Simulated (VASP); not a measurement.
# TaN (Fm-3m) in VASP: a series of runs, part 2 of 2

VASP 6.6.1. Earlier steps stand in the parts before.

### 3 Relaxation of cell and atoms, r2SCAN, target pressure 5 GPa, at which the enthalpy is minimised

Contents of POSCAR:

```
TaN
1.0
    0.0000000000      2.2113230000      2.2113230000
    2.2113230000      0.0000000000      2.2113230000
    2.2113230000      2.2113230000      0.0000000000
Ta N
1 1
Direct
    0.5000000000      0.5000000000      0.5000000000
    0.0000000000      0.0000000000      0.0000000000
```

Contents of INCAR.step1:

```
SYSTEM = TaN
PREC     = Accurate       ! precision mode
ENCUT    = 600            ! plane-wave cutoff, eV
ISMEAR   = -1             ! smearing method
SIGMA    = 0.05           ! smearing width, eV
LREAL    = .FALSE.        ! projectors in reciprocal space
LASPH    = .TRUE.         ! aspherical terms in the spheres
NELM     = 80             ! most SCF steps
GGA      = PE             ! functional
ALGO     = Normal         ! electronic algorithm
EDIFF    = 1E-4           ! SCF threshold, eV
LWAVE    = .TRUE.         ! write WAVECAR
LCHARG   = .FALSE.        ! write CHGCAR
```

Contents of INCAR.step2:

```
SYSTEM = TaN
PREC     = Accurate       ! precision mode
ENCUT    = 600            ! plane-wave cutoff, eV
EDIFF    = 1E-6           ! SCF threshold, eV
ISMEAR   = -1             ! smearing method
SIGMA    = 0.05           ! smearing width, eV
LREAL    = .FALSE.        ! projectors in reciprocal space
LASPH    = .TRUE.         ! aspherical terms in the spheres
NELM     = 80             ! most SCF steps
ALGO     = Normal         ! electronic algorithm
ISIF     = 3              ! what is computed and relaxed
LWAVE    = .FALSE.        ! write WAVECAR
LCHARG   = .FALSE.        ! write CHGCAR
METAGGA  = R2SCAN         ! meta-GGA
LMIXTAU  = .TRUE.       
IBRION   = 2              ! ionic algorithm
NSW      = 60             ! ionic steps
EDIFFG   = -0.01          ! ionic threshold
PSTRESS  = 50.0         
ISTART   = 1
```

Contents of KPOINTS:

```
regular mesh
0
G
  10 10 10
  0 0 0
```

Potentials or basis: VASP PAW PBE potentials, release 64 (Ta_pv, N).

Launch:

```bash
$ cat potpaw_PBE.64/Ta_pv/POTCAR potpaw_PBE.64/N/POTCAR > POTCAR
$ cp INCAR.step1 INCAR
$ mpirun -np 1 vasp_std > vasp.out
$ cp INCAR.step2 INCAR
$ mpirun -np 1 vasp_std > vasp.out
```

OUTCAR:

```text
SYSTEM = TaN
   PREC = Accurate
   ENCUT = 600
   EDIFF = 1E-6
   ISMEAR = -1
   LREAL = .FALSE.
   LASPH = .TRUE.
   NELM = 80
   ISIF = 3
   METAGGA = R2SCAN
   IBRION = 2
   NSW = 60
   EDIFFG = -0.01
   PSTRESS = 50.0
   ISTART = 1

 ion  position               nearest neighbor table
   1  0.500  0.500  0.500-   2 2.21   2 2.21   2 2.21   2 2.21   2 2.21   2 2.21
   2  0.000  0.000  0.000-   1 2.21   1 2.21   1 2.21   1 2.21   1 2.21   1 2.21

  LATTYP: Found a face centered cubic cell.
 ALAT       =     4.4226460000

  Lattice vectors:

 A1 = (   0.0000000000,   2.2113230000,   2.2113230000)
 A2 = (   2.2113230000,   0.0000000000,   2.2113230000)
 A3 = (   2.2113230000,   2.2113230000,   0.0000000000)

Analysis of symmetry for initial positions (statically):
=====================================================================
 Subroutine PRICEL returns:
 Original cell was already a primitive cell.
[... 221 lines left out ...]
      2     -26.5198      2.00000
      3     -26.5198      2.00000
      4     -10.1625      2.00000
      5       6.1286      2.00000
      6       6.1286      2.00000
      7       6.1286      2.00000
      8       8.0989      2.00000
      9       8.0989      2.00000
     10       8.0989      2.00000
     11      10.6244      0.20921
     12      10.6244      0.20921
[... 420 lines left out ...]
--------------------------------------- Ionic step        4  -------------------------------------------

 number of electron      16.0000000 magnetization

 Free energy of the ion-electron system (eV)
  ---------------------------------------------------
  ext. energy  EPLUGINS =         0.00000000
  ---------------------------------------------------
  free energy    TOTEN  =       -59.63746856 eV

  energy without entropy =      -59.63186860  energy(sigma->0) =      -59.63466858

 E-fermi :   9.7472     XC(G=0): -14.5200

 val. band max:        9.6379002999   @ k =  -0.2000   0.2000   0.0000
 cond. band min:       9.7844603835   @ k =  -0.3000   0.3000   0.1000
 fundamental gap:      0.1465600836
 Fermi energy:         9.7472089802

 k-point     1 :       0.0000    0.0000    0.0000
  band No.  band energies     occupation
      1     -27.4232      2.00000
      2     -27.4232      2.00000
      3     -27.4232      2.00000
      4     -10.3684      2.00000
      5       5.5569      2.00000
      6       5.5569      2.00000
      7       5.5569      2.00000
      8       7.5249      2.00000
      9       7.5249      2.00000
     10       7.5249      2.00000
     11       9.8476      0.23691
     12       9.8476      0.23691
[... 378 lines left out ...]
  energy  without entropy=      -59.6318686023  energy(sigma->0) =      -59.63466858

  enthalpy is  TOTEN    =       -58.9802224995 eV   P V=        0.6572460563

 reached required accuracy - stopping structural energy minimisation
```

OUTCAR.step1:

```text
SYSTEM = TaN
   PREC = Accurate
   ENCUT = 600
   ISMEAR = -1
   LREAL = .FALSE.
   LASPH = .TRUE.
[... 581 lines left out ...]
      2.21132      2.21132      2.21132        -0.000000      0.000000      0.000000
      0.00000      0.00000      0.00000         0.000000     -0.000000     -0.000000
 -----------------------------------------------------------------------------------
    total drift:                                0.000000      0.000000      0.000000

  FREE ENERGIE OF THE ION-ELECTRON SYSTEM (eV)
  ---------------------------------------------------
  free  energy   TOTEN  =       -21.8443860534 eV

  energy  without entropy=      -21.8384888072  energy(sigma->0) =      -21.84143743
```

OSZICAR.step1:

```text
N       E                     dE             d eps       ncg     rms          rms(c)
DAV:   1     0.101243474752E+03    0.10124E+03   -0.10224E+04  1128   0.159E+03
DAV:   2    -0.203899719616E+02   -0.12163E+03   -0.11430E+03  1260   0.372E+02
DAV:   3    -0.248047057268E+02   -0.44147E+01   -0.42959E+01  1504   0.650E+01
DAV:   4    -0.248726168769E+02   -0.67911E-01   -0.67159E-01  1264   0.648E+00
DAV:   5    -0.248734243868E+02   -0.80751E-03   -0.80656E-03  1452   0.633E-01    0.232E+01
DAV:   6    -0.219657966070E+02    0.29076E+01   -0.12378E+01  1368   0.338E+01    0.974E+00
DAV:   7    -0.218781846489E+02    0.87612E-01   -0.46572E-01  1224   0.653E+00    0.656E+00
DAV:   8    -0.218495334843E+02    0.28651E-01   -0.14740E-01  1360   0.391E+00    0.120E+00
DAV:   9    -0.218445063449E+02    0.50271E-02   -0.20830E-02  1304   0.124E+00    0.290E-01
DAV:  10    -0.218444628480E+02    0.43497E-04   -0.12854E-03  1332   0.394E-01    0.133E-01
DAV:  11    -0.218443860534E+02    0.76795E-04   -0.19577E-04   984   0.125E-01
   1 F= -.21844386E+02 E0= -.21841437E+02  d E =-.589725E-02
```

Wall time 4.6 min (1 thread of AMD EPYC 9R45 (Zen 5), shared host); peak memory 0.16 GiB.

Results:

```
Free energy                                            : -59.6375 eV
Relaxed volume                                         : 10.53 Å³/atom
Relaxed cell                                           : a = 3.100 Å, b = 3.100 Å, c = 3.100 Å, α = 60.00°, β = 60.00°, γ = 60.00°
Space group after relaxing (to 0.05 Å)                 : Fm-3m (No. 225)
Energy change on relaxing (the enthalpy is what falls) : +0.4 meV/atom
Ionic steps                                            : 4
Pressure after relaxing                                : 5.0 GPa
Band gap on the k mesh                                 : zero (band 8 reaches 11.67 eV, above the bottom of band 9 at 7.52 eV)
```

The path:
```tsv
step	energy change (eV)	largest force (eV/Å)	pressure (GPa)	volume (Å³)
1	0.0000	0.0000	-4.34	21.63
2	0.1555	0.0000	33.44	19.71
3	0.0004	0.0000	4.76	21.07
4	0.0007	0.0000	4.98	21.06
```

Final structure:
```
Ta N
1.0
     0.00000    2.19186    2.19186
     2.19186    0.00000    2.19186
     2.19186    2.19186    0.00000
Ta N
1 1
Direct
  0.50000 0.50000 0.50000
  0.00000 0.00000 0.00000
```

Caveat: the cell is relaxed towards a set pressure, so the enthalpy falls and the energy may rise; the PAW data sets were made with another functional, which shifts forces and pressure a little; spin-orbit coupling is left out, which moves the levels of the heavy elements.
